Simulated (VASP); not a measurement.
# WC4 in VASP: notebook

WC4 is run at these levels: PBE; tasks: single point, relaxation of cell and atoms.

Everything below comes from runs of VASP 6.6.1. Logs are shortened: lines on timing, memory, paths and dates and some standing lists are left out, and cuts for length are marked.

### Step 1. The cell of the first run

Symmetry: Amm2, No. 38, orthorhombic system. The conventional cell has a = 6.614 Å, b = 2.998 Å, c = 5.178 Å, α = 90.00°, β = 90.00°, γ = 90.00°. W (site symmetry mm2) has 6 C at 2.19 to 2.20 Å within 2.9 Å. Within 1.7 Å of C (site symmetry m) lie 2 C at 1.28 to 1.32 Å. C (site symmetry m) has 1 C at 1.32 Å within 1.8 Å.

### Step 2. Single point, PBE

Input file INCAR:

```
SYSTEM = WC4
ALGO = Normal ; EDIFF = 1E-6
ENCUT = 520 ; GGA = PE
ISIF = 2 ; ISMEAR = 0
LASPH = .True. ; LCHARG = .False.
LREAL = .False. ; LWAVE = .False.
NBANDS = 23 ; NELM = 100
PREC = Accurate ; SIGMA = 0.2
```

Input file KPOINTS:

```
k-points
0
Gamma
  2 5 5
  0 0 0
```

Input file POSCAR:

```
WC4
1.0
    6.6143889310      0.0000000000      0.0000000000
    0.0000000000      1.4987777240      2.5888771842
    0.0000000000     -1.4987777240      2.5888771842
W C
1 4
Direct
    0.5000000000      0.3856377838      0.3856377838
    0.9034010689      0.0519435041      0.0519435041
    0.0965989311      0.0519435041      0.0519435041
    0.7043611885      1.0523855040      1.0523855040
    0.2956388115      1.0523855040      1.0523855040
```

Potentials or basis: VASP PAW PBE potentials, release 64 (W_sv, C).

The run is started by

```sh
> cat potpaw_PBE.64/W_sv/POTCAR potpaw_PBE.64/C/POTCAR > POTCAR
> mpirun -np 1 vasp_std > vasp.out
```

OUTCAR:

```text
SYSTEM = WC4
   EDIFF = 1E-6
   ENCUT = 520
   GGA = PE
   ISIF = 2
   ISMEAR = 0
   LASPH = .True.
   LREAL = .False.
   NELM = 100
   PREC = Accurate

 ion  position               nearest neighbor table
   1  0.500  0.386  0.386-   4 2.19   5 2.19   4 2.20   5 2.20   4 2.20   5 2.20
   2  0.903  0.052  0.052-   3 1.28   4 1.32
   3  0.097  0.052  0.052-   2 1.28   5 1.32
   4  0.704  0.052  0.052-   2 1.32   1 2.19   1 2.20   1 2.20
   5  0.296  0.052  0.052-   3 1.32   1 2.19   1 2.20   1 2.20

  LATTYP: Found a base centered orthorhombic cell.
 ALAT       =     2.9975554480
 B/A-ratio  =     1.7273256352
 C/A-ratio  =     2.2065943552

  Lattice vectors:

 A1 = (   0.0000000000,   1.4987777240,  -2.5888771842)
 A2 = (   0.0000000000,   1.4987777240,   2.5888771842)
 A3 = (   6.6143889310,   0.0000000000,   0.0000000000)

Analysis of symmetry for initial positions (statically):
=====================================================================
 Subroutine PRICEL returns:
 Original cell was already a primitive cell.

 Routine SETGRP: Setting up the symmetry group for a
 base centered orthorhombic supercell.

 Subroutine GETGRP returns: Found  4 space group operations
 (whereof  4 operations were pure point group operations)
 out of a pool of  8 trial point group operations.

The static configuration has the point symmetry C_2v.

Analysis of symmetry for dynamics (positions and initial velocities):
=====================================================================
 Subroutine PRICEL returns:
 Original cell was already a primitive cell.

 Routine SETGRP: Setting up the symmetry group for a
 base centered orthorhombic supercell.

 Subroutine GETGRP returns: Found  4 space group operations
 (whereof  4 operations were pure point group operations)
 out of a pool of  8 trial point group operations.

The dynamic configuration has the point symmetry C_2v.

 Subroutine INISYM returns: Found  4 space group operations
 (whereof  4 operations are pure point group operations),
 and found     1 'primitive' translations

----------------------------------------------------------------------------------------

                                     Primitive cell

  volume of cell :      51.3297

  direct lattice vectors                    reciprocal lattice vectors
     6.614388931  0.000000000  0.000000000     0.151185546  0.000000000  0.000000000
     0.000000000  1.498777724  2.588877184     0.000000000  0.333605172  0.193133920
     0.000000000 -1.498777724  2.588877184     0.000000000 -0.333605172  0.193133920

  length of vectors
     6.614388931  2.991424367  2.991424367     0.151185546  0.385477784  0.385477784

  position of ions in fractional coordinates (direct lattice)
     0.500000000  0.385637784  0.385637784
     0.903401069  0.051943504  0.051943504
     0.096598931  0.051943504  0.051943504
     0.704361189  0.052385504  0.052385504
     0.295638811  0.052385504  0.052385504

  ion indices of the primitive-cell ions
   primitive index   ion index
                 1           1
                 2           2
                 3           3
                 4           4
                 5           5

----------------------------------------------------------------------------------------

 KPOINTS: k-points

Automatic generation of k-mesh.
 Grid dimensions read from file:
 generate k-points for:    2    5    5

 Generating k-lattice:

  Cartesian coordinates                     Fractional coordinates (reciprocal lattice)
     0.075592773  0.000000000  0.000000000     0.500000000  0.000000000  0.000000000
     0.000000000  0.066721034  0.038626784     0.000000000  0.200000000  0.000000000
     0.000000000 -0.066721034  0.038626784     0.000000000  0.000000000  0.200000000

  Length of vectors
     0.075592773  0.077095557  0.077095557

  Shift w.r.t. Gamma in fractional coordinates (k-lattice)
     0.000000000  0.000000000  0.000000000

 Subroutine IBZKPT returns following result:
 ===========================================

 Found     18 irreducible k-points:

 Following reciprocal coordinates:
            Coordinates               Weight
  0.000000  0.000000  0.000000      1.000000
  0.500000  0.000000  0.000000      1.000000
  0.000000  0.200000  0.000000      4.000000
  0.500000  0.200000  0.000000      4.000000
  0.000000  0.400000  0.000000      4.000000
  0.500000  0.400000  0.000000      4.000000
[... 10 lines left out ...]
  0.000000 -0.400000  0.400000      2.000000
  0.500000 -0.400000  0.400000      2.000000
   k-points           NKPTS =     18   k-points in BZ     NKDIM =     18   number of bands    NBANDS=     23
   number of dos      NEDOS =    301   number of ions     NIONS =      5
   total plane-waves  NPLWV =  28800
   dimension x,y,z NGX =    50 NGY =   24 NGZ =   24
   dimension x,y,z NGXF=   100 NGYF=   48 NGZF=   48
   ions per type =               1   4
   NGX,Y,Z   is equivalent  to a cutoff of  12.57, 13.34, 13.34 a.u.
   NGXF,Y,Z  is equivalent  to a cutoff of  25.13, 26.68, 26.68 a.u.
 SYSTEM =  WC4
   PREC   = accura    normal or accurate (medium, high low for compatibility)
   ISTART =      0    job   : 0-new  1-cont  2-samecut
   ICHARG =      2    charge: 1-file 2-atom 10-const
   ISPIN  =      1    spin polarized calculation?
   LNONCOLLINEAR =      F non collinear calculations
   LSORBIT =      F    spin-orbit coupling
   LASPH  =      T    aspherical Exc in radial PAW
   ENCUT  =  520.0 eV  38.22 Ry    6.18 a.u.  12.30  5.56  5.56*2*pi/ulx,y,z
   NELM   =    100;   NELMIN=  2; NELMDL= -5     # of ELM steps
   EDIFF  = 0.1E-05   stopping-criterion for ELM
   LREAL  =      F    real-space projection
   EDIFFG = 0.1E-04   stopping-criterion for IOM
   NSW    =      0    number of steps for IOM
   IBRION =     -1    ionic relax: 0-MD 1-quasi-New 2-CG
   NFREE  =      0    steps in history (QN), initial steepest desc. (CG)
   ISIF   =      2    stress and relaxation
   ISYM   =      2    0-nonsym 1-usesym 2-fastsym
   POTIM  = 0.5000    time-step for ionic-motion
   TEBEG  =    0.0;   TEEND  =   0.0 temperature during run
   PSTRESS=    0.0 pullay stress
   NELECT =      30.0000    total number of electrons
   NUPDOWN=      -1.0000    fix difference up-down
   EMIN   =  10.00;   EMAX   =-10.00  energy-range for DOS
   EFERMI =   0.00;   METHOD = LEGACY
   ISMEAR =     0;   SIGMA  =   0.20  broadening in eV -4-tet -1-fermi 0-gaus
   EFERMI_NEDOS =   21; number of points for ismear=-14 and -15
   IALGO  =     38    algorithm
   IMIX   =      4    mixing-type and parameters
     AMIX     =   0.40;   BMIX     =  1.00
     AMIX_MAG =   1.60;   BMIX_MAG =  1.00
  volume/ion in A,a.u.               =      10.27        69.28
  Fermi-wavevector in a.u.,A,eV,Ry     =   1.368755  2.586572 25.490390  1.873491
  Thomas-Fermi vector in A             =   2.494691
   LORBIT       =      0    0 simple, 1 ext, 2 COOP (PROOUT), +10 PAW based schemes
   GGA     = PE    functional components
   LHFCALC =     F    Hartree Fock is set to
   AEXX    =    0.0000 exact exchange contribution
   IVDW    =     0    specifies the selected vdW correction
   LEPSILON=     F    determine dielectric tensor
   LRPA    =     F    only Hartree local field effects (RPA)
 non-spin polarized calculation
 Gauss-broadening in eV      SIGMA  =   0.20
  energy-cutoff  :      520.00
  volume of cell :       51.33
 maximum number of plane-waves:      1417
 NGX is ok and might be reduce to    50
   NGX = 25   NGY = 11   NGZ = 11

 number of electron      30.0000000 magnetization

 Free energy of the ion-electron system (eV)
  ---------------------------------------------------
  ext. energy  EPLUGINS =         0.00000000
  ---------------------------------------------------
  free energy    TOTEN  =       -46.22850241 eV

  energy without entropy =      -46.18209721  energy(sigma->0) =      -46.20529981

 E-fermi :   5.8792     XC(G=0): -11.6200

 val. band max:        5.8476235376   @ k =   0.0000  -0.2000   0.2000
 cond. band min:       6.2918443416   @ k =   0.5000   0.2000   0.2000
 fundamental gap:      0.4442208040
 Fermi energy:         5.8791619505

 k-point     1 :       0.0000    0.0000    0.0000
  band No.  band energies     occupation
      1     -67.8318      2.00000
      2     -32.0317      2.00000
      3     -31.8162      2.00000
      4     -31.8123      2.00000
      5     -10.5195      2.00000
      6      -8.1529      2.00000
[... 15 lines left out ...]
     22      14.4128      0.00000
     23      14.5962      0.00000

 k-point     2 :       0.5000    0.0000    0.0000
  band No.  band energies     occupation
      1     -67.8318      2.00000
      2     -32.0317      2.00000
      3     -31.8162      2.00000
      4     -31.8123      2.00000
      5     -10.3163      2.00000
      6      -8.8815      2.00000
[... 15 lines left out ...]
     22      13.6754      0.00000
     23      14.8364      0.00000

 k-point     3 :       0.0000    0.2000    0.0000
  band No.  band energies     occupation
      1     -67.8184      2.00000
      2     -32.0290      2.00000
      3     -31.9955      2.00000
      4     -31.8623      2.00000
      5     -10.0957      2.00000
      6      -7.8942      2.00000
[... 15 lines left out ...]
     22      14.7797      0.00000
     23      15.6065      0.00000

 k-point     4 :       0.5000    0.2000    0.0000
  band No.  band energies     occupation
      1     -67.8184      2.00000
      2     -32.0290      2.00000
      3     -31.9955      2.00000
      4     -31.8623      2.00000
      5      -9.9627      2.00000
      6      -8.3763      2.00000
[... 15 lines left out ...]
     22      14.7753      0.00000
     23      15.3180      0.00000

 k-point     5 :       0.0000    0.4000    0.0000
  band No.  band energies     occupation
      1     -67.7965      2.00000
      2     -32.3611      2.00000
      3     -31.9406      2.00000
      4     -31.9363      2.00000
      5      -9.2814      2.00000
      6      -7.4113      2.00000
[... 15 lines left out ...]
     22      15.3320      0.00000
     23      16.4878      0.00000

 k-point     6 :       0.5000    0.4000    0.0000
  band No.  band energies     occupation
      1     -67.7965      2.00000
      2     -32.3611      2.00000
      3     -31.9406      2.00000
      4     -31.9363      2.00000
      5      -9.2744      2.00000
      6      -7.4600      2.00000
[... 15 lines left out ...]
     22      14.1231      0.00000
     23      15.5689      0.00000

 k-point     7 :       0.0000    0.2000    0.2000
  band No.  band energies     occupation
      1     -67.8182      2.00000
      2     -32.0277      2.00000
      3     -31.9951      2.00000
      4     -31.8661      2.00000
      5     -10.0931      2.00000
      6      -7.8920      2.00000
[... 197 lines left out ...]
     22      14.0479      0.00000
     23      15.9403      0.00000

 k-point    15 :       0.0000    0.4000    0.4000
  band No.  band energies     occupation
      1     -67.7960      2.00000
      2     -32.3622      2.00000
      3     -31.9459      2.00000
      4     -31.9354      2.00000
      5      -9.2732      2.00000
      6      -7.4042      2.00000
[... 15 lines left out ...]
     22      15.3100      0.00000
     23      16.4813      0.00000

 k-point    16 :       0.5000    0.4000    0.4000
  band No.  band energies     occupation
      1     -67.7960      2.00000
      2     -32.3622      2.00000
      3     -31.9459      2.00000
      4     -31.9354      2.00000
      5      -9.2664      2.00000
      6      -7.4527      2.00000
[... 15 lines left out ...]
     22      14.1034      0.00000
     23      15.5695      0.00000

 k-point    17 :       0.0000   -0.4000    0.4000
  band No.  band energies     occupation
      1     -67.7894      2.00000
      2     -32.3482      2.00000
      3     -32.0891      2.00000
      4     -31.9172      2.00000
      5      -8.9958      2.00000
      6      -7.2253      2.00000
[... 15 lines left out ...]
     22      16.5672      0.00000
     23      17.0840      0.00000

 k-point    18 :       0.5000   -0.4000    0.4000
  band No.  band energies     occupation
      1     -67.7894      2.00000
      2     -32.3482      2.00000
      3     -32.0891      2.00000
      4     -31.9172      2.00000
      5      -9.0252      2.00000
      6      -7.1498      2.00000
[... 15 lines left out ...]
     22      13.7262      0.00000
     23      16.6360      0.00000

------------------------ aborting loop because EDIFF is reached ----------------------------------------

  FORCE on cell =-STRESS in cart. coord.  units (eV):
  Direction    XX          YY          ZZ          XY          YZ          ZX
  --------------------------------------------------------------------------------------
  -------------------------------------------------------------------------------------
  Total        0.0919000      0.0147951      0.1354647      0.0000000      0.0000000      0.0000000
  in kB        2.8685189      0.4618058      4.2283251      0.0000000      0.0000000      0.0000000
  external PRESSURE =       2.5195499 kB  Pullay stress =       0.0000000 kB

 VOLUME and BASIS-vectors are now :
 -----------------------------------------------------------------------------
  energy-cutoff  :      520.00
  volume of cell :       51.33
      direct lattice vectors                 reciprocal lattice vectors
     6.614388931  0.000000000  0.000000000     0.151185546  0.000000000  0.000000000
     0.000000000  1.498777724  2.588877184     0.000000000  0.333605172  0.193133920
     0.000000000 -1.498777724  2.588877184     0.000000000 -0.333605172  0.193133920

 POSITION                                       TOTAL-FORCE (eV/Angst)
 -----------------------------------------------------------------------------------
      3.30719      0.00000      1.99674         0.000000      0.000000     -0.000156
      5.97545      0.00000      0.26895         0.028161      0.000000      0.000119
      0.63894      0.00000      0.26895        -0.028161      0.000000      0.000119
      4.65892      0.00000      0.27124         0.006702      0.000000     -0.000041
      1.95547      0.00000      0.27124        -0.006702      0.000000     -0.000041
 -----------------------------------------------------------------------------------
    total drift:                                0.000000     -0.000000     -0.000000

  FREE ENERGIE OF THE ION-ELECTRON SYSTEM (eV)
  ---------------------------------------------------
  free  energy   TOTEN  =       -46.2285024113 eV

  energy  without entropy=      -46.1820972148  energy(sigma->0) =      -46.20529981
```

It took 14 s on 1 thread of AMD EPYC 9R45 (Zen 5), shared host; peak memory 0.15 GiB.

Results:

```
Free energy            : -46.2285 eV
Pressure               : 0.3 GPa
Largest force          : 0.028 eV/Å
Band gap on the k mesh : zero (band 15 reaches 6.79 eV, above the bottom of band 16 at 5.44 eV)
```

Forces in eV/Å, atoms in the order of the input:
```
W    0.000  0.000  0.000
C    0.028  0.000  0.000
C   -0.028  0.000  0.000
C    0.007  0.000  0.000
C   -0.007  0.000  0.000
```

Stress tensor (GPa, compression positive):
```
0.29 0.00 0.00
0.00 0.05 0.00
0.00 0.00 0.42
```

Caveat: the k points lie up to 0.48 Å⁻¹ apart; spin-orbit coupling is left out, which moves the levels of the heavy elements.

### Step 3. Single point, PBE

This run uses another cell than the first one, of 10.22 Å³/atom, 0.996 times its volume.

Input file INCAR:

```
SYSTEM = WC4
ALGO = Normal
EDIFF = 1E-6
ENCUT = 520
GGA = PE
ISIF = 2
ISMEAR = 0
LASPH = .TRUE.
LCHARG = .FALSE.
LREAL = .FALSE.
LWAVE = .FALSE.
NBANDS = 23
NELM = 100
PREC = Accurate
SIGMA = 0.1
```

Input file KPOINTS:

```
k-points
0
G
  6 6 4
  0 0 0
```

Input file POSCAR:

```
WC4
1.0
    2.9778794599      0.0000000000      0.0000000000
   -1.4889397300      2.5789192616      0.0000000000
    0.0000000000      0.0000000000      6.6557276159
W C
1 4
Direct
    0.3333333333      0.6666666667      0.5000000000
    0.0000000000      0.0000000000      0.0958376115
    0.0000000000      0.0000000000      0.9041623885
    0.0000000000      0.0000000000      0.2943232024
    0.0000000000      0.0000000000      0.7056767976
```

Potentials or basis: VASP PAW PBE potentials, release 64 (W_sv, C).

The run is started by

```sh
> cat potpaw_PBE.64/W_sv/POTCAR potpaw_PBE.64/C/POTCAR > POTCAR
> mpirun -np 1 vasp_std > vasp.out
```

It took 14 s on 1 thread of AMD EPYC 9R45 (Zen 5), shared host; peak memory 0.15 GiB.

The run converged. Its results:

| Quantity | Value |
| --- | --- |
| Free energy | -46.0140 eV |
| Pressure | 0.3 GPa |
| Largest force | 0.054 eV/Å |
| Band gap on the k mesh | zero (band 15 reaches 6.91 eV, above the bottom of band 16 at 5.39 eV) |

Forces on the atoms (eV/Å):
```
W    0.000  0.000  0.000
C    0.000  0.000 -0.054
C    0.000  0.000  0.054
C    0.000  0.000  0.011
C    0.000  0.000 -0.011
```

Stress tensor (GPa, compression positive):
```
0.25 0.00 0.00
0.00 0.25 0.00
0.00 0.00 0.41
```

Levels at points of the mesh, in eV from the Fermi level:
| k point | band 13 | band 14 | band 15 | band 16 | band 17 | band 18 |
| --- | --- | --- | --- | --- | --- | --- |
| (0.00, 0.00, 0.00) | -1.17 | -0.77 | -0.77 | -0.69 | 3.27 | 3.27 |
| (0.50, 0.00, 0.00) | -2.96 | -2.61 | -0.65 | 2.01 | 3.84 | 3.93 |
| (0.00, 0.00, 0.50) | -2.60 | -0.90 | 0.83 | 0.83 | 2.45 | 2.45 |
| (0.50, 0.00, 0.50) | -1.29 | -1.05 | -0.59 | -0.41 | 3.07 | 3.98 |

Caveat: the k points lie up to 0.41 Å⁻¹ apart; spin-orbit coupling is left out, which moves the levels of the heavy elements.

[end of part 1 of 2]
